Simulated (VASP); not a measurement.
# HoS4 (P6/mmm) in VASP: further runs, part 2 of 2

VASP 6.6.1. The steps go on from the part before.

## (5) Single point, PBE

This run uses another cell than the first one, of 27.13 Å³/atom.

The input, INCAR:

```
SYSTEM = HoS4
PREC = Accurate
ENCUT = 500
EDIFF = 1E-6
ISMEAR = 0
SIGMA = 0.1
LREAL = .False.
LASPH = .True.
NELM = 200
ALGO = Normal
ISIF = 2
LWAVE = .False.
LCHARG = .False.
GGA = PE
NBANDS = 24
GGA_COMPAT = .False.
LMAXMIX = 6
```

The input, KPOINTS:

```
regular mesh
0
Gamma
  12 12 8
  0 0 0
```

The input, POSCAR:

```
HoS4
1.0
    5.4306980392      0.0000000000      0.0000000000
   -2.7153490196      4.7031224623      0.0000000000
    0.0000000000      0.0000000000      5.3106327111
Ho S
1 4
Direct
    0.0000000000      0.0000000000      0.5000000000
    0.5000000000      0.0000000000      0.5000000000
    0.0000000000      0.5000000000      0.5000000000
    0.5000000000      0.5000000000      0.5000000000
    0.0000000000      0.0000000000      0.0000000000
```

Potentials or basis: VASP PAW PBE potentials, release 64 (Ho_3, S), 4f in core.

Command:

```bash
> cat potpaw_PBE.64/Ho_3/POTCAR potpaw_PBE.64/S/POTCAR > POTCAR
> mpirun -np 1 vasp_std > vasp.out
```

OUTCAR:

```text
SYSTEM = HoS4
   PREC = Accurate
   ENCUT = 500
   EDIFF = 1E-6
   ISMEAR = 0
   LREAL = .False.
   LASPH = .True.
   NELM = 200
   ISIF = 2
   GGA = PE

 ion  position               nearest neighbor table
   1  0.000  0.000  0.500-   5 2.66   5 2.66   2 2.72   2 2.72   4 2.72   3 2.72   3 2.72   4 2.72

   2  0.500  0.000  0.500-   1 2.72   1 2.72   4 2.72   4 2.72   3 2.72   3 2.72
   3  0.000  0.500  0.500-   4 2.72   4 2.72   1 2.72   1 2.72   2 2.72   2 2.72
   4  0.500  0.500  0.500-   3 2.72   3 2.72   1 2.72   2 2.72   2 2.72   1 2.72
   5  0.000  0.000  0.000-   1 2.66   1 2.66

  LATTYP: Found a hexagonal cell.
 ALAT       =     5.4306980392
 C/A-ratio  =     0.9778913636

  Lattice vectors:

 A1 = (   5.4306980392,   0.0000000000,   0.0000000000)
 A2 = (  -2.7153490196,   4.7031224623,   0.0000000000)
 A3 = (   0.0000000000,   0.0000000000,   5.3106327111)

Analysis of symmetry for initial positions (statically):
=====================================================================
 Subroutine PRICEL returns:
 Original cell was already a primitive cell.

[... 179 lines left out ...]
 cond. band min:       1.2148565754   @ k =   0.4167   0.0833   0.1250
 fundamental gap:      0.0037154011
 Fermi energy:         1.2146384175

 k-point     1 :       0.0000    0.0000    0.0000
  band No.  band energies     occupation
      1     -21.5382      2.00000
      2     -21.5382      2.00000
      3     -21.3637      2.00000
      4     -12.7748      2.00000
      5      -9.6780      2.00000
      6      -9.6780      2.00000
[... 637 lines left out ...]
     23       7.3824      0.00000
     24       7.8498      0.00000

 [... further k-points ...]

------------------------ aborting loop because EDIFF is reached ----------------------------------------

  FORCE on cell =-STRESS in cart. coord.  units (eV):
  Direction    XX          YY          ZZ          XY          YZ          ZX
  --------------------------------------------------------------------------------------
  -------------------------------------------------------------------------------------
  Total       -0.0188280     -0.0188280      0.0520506      0.0000000     -0.0000000      0.0000000
  in kB       -0.2223961     -0.2223961      0.6148198      0.0000000     -0.0000000      0.0000000
  external PRESSURE =       0.0566759 kB  Pullay stress =       0.0000000 kB

 VOLUME and BASIS-vectors are now :
 -----------------------------------------------------------------------------
  energy-cutoff  :      500.00
  volume of cell :      135.64
      direct lattice vectors                 reciprocal lattice vectors
     5.430698039  0.000000000  0.000000000     0.184138391  0.106312350  0.000000000
    -2.715349020  4.703122462  0.000000000     0.000000000  0.212624699  0.000000000
     0.000000000  0.000000000  5.310632711     0.000000000  0.000000000  0.188301480

 POSITION                                       TOTAL-FORCE (eV/Angst)
 -----------------------------------------------------------------------------------
      0.00000      0.00000      2.65532         0.000000      0.000000      0.000000
      2.71535      0.00000      2.65532        -0.000000      0.000000      0.000000
     -1.35767      2.35156      2.65532         0.000000      0.000000      0.000000
      1.35767      2.35156      2.65532         0.000000      0.000000      0.000000
      0.00000      0.00000      0.00000         0.000000      0.000000      0.000000
 -----------------------------------------------------------------------------------
    total drift:                                0.000000      0.000000     -0.000000

  FREE ENERGIE OF THE ION-ELECTRON SYSTEM (eV)
  ---------------------------------------------------
  free  energy   TOTEN  =       -22.3839927752 eV

  energy  without entropy=      -22.3427444369  energy(sigma->0) =      -22.36336861
```

OSZICAR:

```text
N       E                     dE             d eps       ncg     rms          rms(c)
DAV:   1     0.244258499968E+03    0.24426E+03   -0.12469E+04  4664   0.113E+03
DAV:   2     0.229274367297E+01   -0.24197E+03   -0.22785E+03  7456   0.344E+02
DAV:   3    -0.221869274459E+02   -0.24480E+02   -0.23499E+02  7320   0.891E+01
DAV:   4    -0.229517749864E+02   -0.76485E+00   -0.74894E+00  6120   0.152E+01
DAV:   5    -0.229937691747E+02   -0.41994E-01   -0.41958E-01  7608   0.431E+00    0.304E+01
DAV:   6    -0.229237391926E+02    0.70030E-01   -0.31394E+00  6984   0.725E+00    0.197E+01
DAV:   7    -0.229592371667E+02   -0.35498E-01   -0.32279E+00  6920   0.656E+00    0.116E+01
DAV:   8    -0.224168466825E+02    0.54239E+00   -0.65691E-01  6920   0.435E+00    0.134E+00
DAV:   9    -0.223873535227E+02    0.29493E-01   -0.22060E-01  6376   0.215E+00    0.501E-01
DAV:  10    -0.223838581592E+02    0.34954E-02   -0.26270E-02  6600   0.853E-01    0.250E-01
DAV:  11    -0.223852809009E+02   -0.14227E-02   -0.32237E-03  6784   0.286E-01    0.238E-01
DAV:  12    -0.223839689763E+02    0.13119E-02   -0.14885E-03  6808   0.180E-01    0.533E-02
DAV:  13    -0.223840295947E+02   -0.60618E-04   -0.60101E-04  6520   0.105E-01    0.607E-02
DAV:  14    -0.223839962188E+02    0.33376E-04   -0.52394E-05  6712   0.412E-02    0.337E-02
DAV:  15    -0.223839946587E+02    0.15601E-05   -0.96416E-06  5720   0.148E-02    0.120E-02
DAV:  16    -0.223839927334E+02    0.19253E-05   -0.41662E-06  5880   0.952E-03    0.342E-03
DAV:  17    -0.223839927752E+02   -0.41755E-07   -0.50818E-07  4008   0.518E-03
   1 F= -.22383993E+02 E0= -.22363369E+02  d E =-.412483E-01
```

stdout:

```text
POSCAR found type information on POSCAR HoS
 POSCAR found :  2 types and       5 ions
 scaLAPACK will be used
 LDA part: xc-table for (Slater+PW92), standard interpolation
 POSCAR, INCAR and KPOINTS ok, starting setup
 FFT: planning ... GRIDC
 FFT: planning ... GRID_SOFT
 FFT: planning ... GRID
 WAVECAR not read
 entering main loop
```

Wall time 7 min (1 thread of Intel Xeon Platinum 8488C (Sapphire Rapids), shared host); peak memory 0.41 GiB.

What came out:

```
Free energy            : -22.3840 eV
Pressure               : 0.0 GPa
Band gap on the k mesh : zero (an odd number of electrons rules out a gap without spin polarisation)
```

Caveat: spin-orbit coupling is left out, which moves the levels of the heavy elements; the 4f electrons are frozen in the core, so they carry no moment and show no levels; the run has no spin polarisation, though such a crystal can be magnetic.

## (6) Relaxation of cell and atoms, PBE

This run uses another cell than the first one, of 27.05 Å³/atom.

The input, INCAR:

```
  ALGO = Normal
  EDIFF = 1E-7
  EDIFFG = -0.01
  ENCUT = 500
  GGA = PE
  GGA_COMPAT = F
  IBRION = 2
  ISIF = 3
  ISMEAR = 0
  LASPH = T
  LCHARG = F
  LMAXMIX = 6
  LREAL = F
  LWAVE = F
  NELM = 200
  NELMIN = 4
  NSW = 100
  PREC = Accurate
  SIGMA = 0.1
```

The input, KPOINTS:

```
k-points
0
Gamma
  12 12 8
```

Changes to POSCAR since step 5:

```diff
@@ -2,5 +2,5 @@
 1.0
-    5.4306980392      0.0000000000      0.0000000000
-   -2.7153490196      4.7031224623      0.0000000000
-    0.0000000000      0.0000000000      5.3106327111
+    5.4246932527      0.0000000000      0.0000000000
+   -2.7123466263      4.6979221645      0.0000000000
+    0.0000000000      0.0000000000      5.3068444464
 Ho S
```

Potentials or basis: VASP PAW PBE potentials, release 64 (Ho_3, S), 4f in core.

Command:

```bash
> cat potpaw_PBE.64/Ho_3/POTCAR potpaw_PBE.64/S/POTCAR > POTCAR
> mpirun -np 1 vasp_std > vasp.out
```

OUTCAR:

```text
EDIFF = 1E-7
   EDIFFG = -0.01
   ENCUT = 500
   GGA = PE
   IBRION = 2
   ISIF = 3
   ISMEAR = 0
   LASPH = T
   LREAL = F
   NELM = 200
   NELMIN = 4
   NSW = 100
   PREC = Accurate

 ion  position               nearest neighbor table
   1  0.000  0.000  0.500-   5 2.65   5 2.65   3 2.71   3 2.71   4 2.71   4 2.71   2 2.71   2 2.71

   2  0.500  0.000  0.500-   4 2.71   4 2.71   3 2.71   3 2.71   1 2.71   1 2.71
   3  0.000  0.500  0.500-   1 2.71   1 2.71   2 2.71   2 2.71   4 2.71   4 2.71
   4  0.500  0.500  0.500-   2 2.71   2 2.71   1 2.71   1 2.71   3 2.71   3 2.71
   5  0.000  0.000  0.000-   1 2.65   1 2.65

  LATTYP: Found a hexagonal cell.
 ALAT       =     5.4246932527
 C/A-ratio  =     0.9782754894

  Lattice vectors:

 A1 = (   5.4246932527,   0.0000000000,   0.0000000000)
 A2 = (  -2.7123466263,   4.6979221645,   0.0000000000)
 A3 = (   0.0000000000,   0.0000000000,   5.3068444464)

Analysis of symmetry for initial positions (statically):
=====================================================================
 Subroutine PRICEL returns:
 Original cell was already a primitive cell.

 Routine SETGRP: Setting up the symmetry group for a
 hexagonal supercell.

 Subroutine GETGRP returns: Found 24 space group operations
[... 180 lines left out ...]
  -------------------------------------------------------------------------------------
  Total        0.1387101      0.1387101      0.1321231      0.0000000      0.0000000      0.0000000
  in kB        1.6432412      1.6432412      1.5652074      0.0000000      0.0000000      0.0000000
  external PRESSURE =       1.6172299 kB  Pullay stress =       0.0000000 kB
[... 65 lines left out ...]
--------------------------------------- Ionic step        3  -------------------------------------------

 number of electron      33.0000001 magnetization

 Free energy of the ion-electron system (eV)
  ---------------------------------------------------
  ext. energy  EPLUGINS =         0.00000000
  ---------------------------------------------------
  free energy    TOTEN  =       -22.38391033 eV

  energy without entropy =      -22.34265112  energy(sigma->0) =      -22.36328073

 E-fermi :   1.2138     XC(G=0):  -8.3938

 val. band max:        1.2103708133   @ k =   0.3333   0.0000   0.3750
 cond. band min:       1.2138929600   @ k =   0.4167   0.0833   0.1250
 fundamental gap:      0.0035221468
 Fermi energy:         1.2137997659

 k-point     1 :       0.0000    0.0000    0.0000
  band No.  band energies     occupation
      1     -21.5401      2.00000
      2     -21.5401      2.00000
      3     -21.3652      2.00000
      4     -12.7768      2.00000
      5      -9.6790      2.00000
      6      -9.6790      2.00000
[... 541 lines left out ...]
     19       3.8174      0.00000
     20       5.0758      0.00000

 [... further k-points ...]

------------------------ aborting loop because EDIFF is reached ----------------------------------------

  FORCE on cell =-STRESS in cart. coord.  units (eV):
  Direction    XX          YY          ZZ          XY          YZ          ZX
  --------------------------------------------------------------------------------------
  -------------------------------------------------------------------------------------
  Total       -0.0136009     -0.0136009      0.0288977     -0.0000000     -0.0000000      0.0000000
  in kB       -0.1606309     -0.1606309      0.3412894     -0.0000000     -0.0000000      0.0000000
  external PRESSURE =       0.0066759 kB  Pullay stress =       0.0000000 kB
[... 20 lines left out ...]
  FREE ENERGIE OF THE ION-ELECTRON SYSTEM (eV)
  ---------------------------------------------------
  free  energy   TOTEN  =       -22.3839103297 eV

  energy  without entropy=      -22.3426511241  energy(sigma->0) =      -22.36328073

 reached required accuracy - stopping structural energy minimisation
```

Wall time 11 min (1 thread of Intel Xeon Platinum 8488C (Sapphire Rapids), shared host); peak memory 0.39 GiB.

Results:

```yaml
Free_energy: -22.3839 eV
Relaxed_volume: 27.13 Å³/atom
Relaxed_cell: a = 5.430 Å, b = 5.430 Å, c = 5.312 Å, α = 90.00°, β = 90.00°, γ = 120.00°
Space_group_after_relaxing_to_0.1_Å: P6/mmm (No. 191)
Energy_gained_by_relaxing: 0.0 meV/atom
Ionic_steps: 3
Pressure_after_relaxing: 0.0 GPa
Band_gap_on_the_k_mesh: zero (an odd number of electrons rules out a gap without spin polarisation)
```

Step by step:
```tsv
step	energy change (eV)	largest force (eV/Å)	pressure (GPa)	volume (Å³)
1	0.0000	0.0000	0.16	135.24
2	-0.0002	0.0000	-0.04	135.78
3	-0.0002	0.0000	0.00	135.66
```

Final structure:
```
Ho S
1.0
     5.43034    0.00000    0.00000
    -2.71517    4.70281    0.00000
     0.00000    0.00000    5.31210
Ho S
1 4
Direct
  0.00000 0.00000 0.50000
  0.50000 0.00000 0.50000
  0.00000 0.50000 0.50000
  0.50000 0.50000 0.50000
  0.00000 0.00000 0.00000
```

Levels at points of the mesh, in eV from the Fermi level:
| k point | band 13 | band 14 | band 15 | band 16 | band 17 | band 18 | band 19 | band 20 |
| --- | --- | --- | --- | --- | --- | --- | --- | --- |
| (0.00, 0.00, 0.00) | -0.22 | -0.22 | -0.19 | -0.19 | 1.21 | 2.88 | 2.88 | 3.15 |
| (0.50, 0.00, 0.00) | -1.65 | -1.38 | -0.59 | -0.57 | -0.32 | -0.17 | 2.45 | 3.98 |
| (0.00, 0.00, 0.50) | -0.88 | -0.88 | -0.34 | -0.34 | 1.22 | 3.14 | 3.14 | 4.18 |
| (0.50, 0.00, 0.50) | -1.58 | -1.53 | -1.46 | -1.37 | 0.15 | 0.40 | 2.46 | 4.76 |

Caveat: spin-orbit coupling is left out, which moves the levels of the heavy elements; the 4f electrons are frozen in the core, so they carry no moment and show no levels; the run has no spin polarisation, though such a crystal can be magnetic.

## (7) The runs side by side

| task | cell | k mesh | gap on the mesh (eV) | pressure (GPa) | relaxed volume (Å³/atom) |
| --- | --- | --- | --- | --- | --- |
| single point | a = 4.830, b = 4.830, c = 5.718 Å, angles 90.0, 90.0, 120.0°, 5 atoms | 6 × 6 × 4 | none | 20.9 | - |
| single point | a = 5.425, b = 5.425, c = 5.307 Å, angles 90.0, 90.0, 120.0°, 5 atoms | 6 × 6 × 4 | none | 0.1 | - |
| relaxation of cell and atoms | relaxed from a = 4.830, b = 4.830, c = 5.718 Å, angles 90.0, 90.0, 120.0°, 5 atoms | 6 × 6 × 4 | none | -0.1 | 27.17 |
| single point | a = 5.431, b = 5.431, c = 5.311 Å, angles 90.0, 90.0, 120.0°, 5 atoms | 12 × 12 × 8 | none | 0.0 | - |
| relaxation of cell and atoms | relaxed from a = 5.425, b = 5.425, c = 5.307 Å, angles 90.0, 90.0, 120.0°, 5 atoms | 12 × 12 × 8 | none | 0.0 | 27.13 |

Alike in all rows: level PBE; potentials or basis VASP PAW PBE potentials, release 64 (Ho_3, S), 4f in core; no spin polarisation; cutoff (eV) 500; smearing gaussian 0.1 eV.

Caveats: spin-orbit coupling is left out, which moves the levels of the heavy elements; the 4f electrons are frozen in the core, so they carry no moment and show no levels; the run has no spin polarisation, though such a crystal can be magnetic; the stress differs along the axes, from -5 to 34 GPa (at least some runs); the volume moved by over 15 % at a fixed basis, so the end points are rough (at least some runs).

Absolute energies hang on the potentials; compare differences alone.

The gap in the log of VASP goes by the Fermi energy; the results here count the filled bands.